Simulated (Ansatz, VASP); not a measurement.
## SnSe2 in VASP and in Ansatz

```xyz
3
Lattice="3.8110 0.0000 0.0000 -1.9055 3.3004 0.0000 0.0000 0.0000 6.1360" Properties=species:S:1:pos:R:3 pbc="T T T"
Sn    0.0000    0.0000    0.0000
Se    1.9055    1.1001    4.6081
Se    0.0000    2.2003    1.5279
```

Alike in both runs: task single point; functional PBE-based screened hybrid; k mesh 5 × 5 × 3; occupations fermi-dirac, width 0.05 eV; no spin polarisation.

|  | VASP | Ansatz |
| --- | --- | --- |
| version | VASP 6.6.1 | Ansatz 0.2.0 |
| potentials or method | VASP PAW PBE potentials, release 64 (Sn_d, Se) | Ansatz PAW |
| plane-wave cutoff (eV) | 400 | 420 |
| valence electrons in the cell | 26 | 46 |

Ansatz gave:

```
gap on the k mesh at the Fermi level (eV)                     : 1.84
least direct gap on the mesh (eV)                             : 2.29
pressure (GPa)                                                : 1.8
traceless stress, the component that is largest in VASP (GPa) : 0.89
rms of the force components (eV/Å)                            : 0.064
```

Task: Estimate VASP's values.

Result: gap on the k mesh at the Fermi level (eV): 1.85; least direct gap on the mesh (eV): 2.28; pressure (GPa): 1.5; traceless stress, the component that is largest in VASP (GPa): 0.88; rms of the force components (eV/Å): 0.049.

VASP's potentials were made for PBE, not for PBE-based screened hybrid. Atom by atom the forces differ by 0.014 eV/Å (rms over components). VASP's potentials hold 26 valence electrons a cell and Ansatz's 46, so a difference there can come from the potentials and not from the codes.

Noted on Ansatz's run: odd divisions of the mesh miss points on the zone boundary, where band edges often lie, so the gap on the mesh can be too wide.
